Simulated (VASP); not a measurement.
Crystal: S.

```xyz
1
Lattice="1.6385 0.9460 0.8613 -1.6385 0.9460 0.8613 0.0000 -1.8920 0.8613" Properties=species:S:1:pos:R:3 pbc="T T T"
S     0.0000    0.0000    0.0000
```

- Program: VASP 6.6.1
- Task: relaxation of cell and atoms
- Functional: PBE
- Dispersion: D3(BJ)
- Potentials or basis: VASP PAW PBE potentials, release 64 (S)
- Cutoff: 500 eV
- k mesh: 14 × 14 × 14
- Occupations: fermi-dirac, width 0.1 eV
- Spin: no spin polarisation

At the start: pressure 198.8 GPa; volume 8.01 Å³/atom.

Problem. Where does the relaxation end?

Solution. Over 11 steps the energy falls by 2873.6 meV/atom and the volume is 16.08 Å³/atom (+100.8 %); space group R-3m (No. 166, to 0.1 Å) before and after.

Step by step:
```tsv
step	energy change (eV)	largest force (eV/Å)	pressure (GPa)	volume (Å³)
1	0.0000	0.0000	198.79	8.01
2	-1.7808	0.0000	-17.54	25.94
3	-2.6944	0.0000	-1.49	15.38
4	-2.6955	0.0000	-0.41	15.20
5	-2.6955	0.0000	0.71	15.03
6	-2.7998	0.0000	1.12	15.21
7	-2.8630	0.0000	3.66	15.34
8	-2.8638	0.0000	4.19	15.34
9	-2.8629	0.0000	4.96	15.34
10	-2.8638	0.0000	-4.06	16.83
11	-2.8736	0.0000	-0.02	16.08
```

Final structure:
```cif
data_structure
_symmetry_space_group_name_H-M 'P 1'
_symmetry_Int_Tables_number 1
_cell_length_a 2.5357
_cell_length_b 2.5357
_cell_length_c 2.5357
_cell_angle_alpha 95.295
_cell_angle_beta 95.295
_cell_angle_gamma 95.295
_cell_volume 16.08
loop_
_atom_site_label
_atom_site_type_symbol
_atom_site_fract_x
_atom_site_fract_y
_atom_site_fract_z
_atom_site_occupancy
S1 S 0.00000 0.00000 0.00000 1
```

Caveat: the volume moved by over 15 % at a fixed basis, so the end points are rough.
